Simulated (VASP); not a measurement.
Runs of VASP 6.6.1 on Sr3Bi. The structure is that of space group Fm-3m (No. 225), or close to it. The cells are those of the table. 

| task | cell | k mesh | cutoff (eV) | gap on the mesh (eV) | pressure (GPa) | relaxed volume (Å³/atom) |
| --- | --- | --- | --- | --- | --- | --- |
| relaxation of cell and atoms | relaxed from a = 6.649 Å, angles 60.0°, 4 atoms | 4 × 4 × 4 | 600 | none | 0.1 | 42.00 |
| relaxation of cell and atoms | relaxed from a = 6.163 Å, angles 60.0°, 4 atoms | 10 × 10 × 10 | 600 | none | 0.0 | 42.54 |
| single point | a = 6.649 Å, angles 60.0°, 4 atoms | 4 × 4 × 4 | 520 | none | -2.3 | - |
| single point | a = 6.215 Å, angles 60.0°, 4 atoms | 10 × 10 × 10 | 520 | none | 0.0 | - |
| single point | a = 6.163 Å, angles 60.0°, 4 atoms | 4 × 4 × 4 | 520 | none | (a) | - |

Alike in all rows: level PBE; potentials or basis VASP PAW PBE potentials, release 64 (Sr_sv, Bi_d); no spin polarisation; smearing gaussian 0.1 eV.

Task: Estimate the missing entries.

Result: (a) 0.4.

Caveats: spin-orbit coupling is left out, which moves the levels of the heavy elements; the volume moved by over 15 % at a fixed basis, so the end points are rough (some runs).

A k mesh can miss the band edges, and the runs leave out spin-orbit coupling on Bi, Sr.

A gap of «none» marks levels without a gap at the run's occupations.
